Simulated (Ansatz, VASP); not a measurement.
# One calculation of Si2Mo, two programs

```
Si Mo
1.0
    -1.62106    1.62106    3.98222
     1.62106   -1.62106    3.98222
     1.62106    1.62106   -3.98222
Si Mo
2 1
Direct
  0.33300 0.33300 0.00000
  0.66700 0.66700 0.00000
  0.00000 0.00000 0.00000
```

Alike in both runs: task single point; functional LDA; k mesh 13 × 13 × 13; no spin polarisation.

|  | VASP | Ansatz |
| --- | --- | --- |
| version | VASP 6.6.1 | Ansatz 0.2.0 |
| potentials or method | VASP PAW LDA potentials, release 64 (Si, Mo_sv), cutoff 520 eV | plane waves, PAW |
| occupations | methfessel-paxton of order 1, width 0.15 eV | cold, width 0.15 eV |
| valence electrons in the cell | 22 | 22 |

|  | VASP | Ansatz | Ansatz less VASP |
| --- | --- | --- | --- |
| pressure (GPa) | -12.9 | -13.4 | -0.50 |
| traceless stress, the component that is largest in VASP (GPa) | -1.89 | -1.92 | -0.022 |

LDA's correlation is that of Perdew and Zunger in VASP and of Perdew and Wang (1992) in Ansatz.
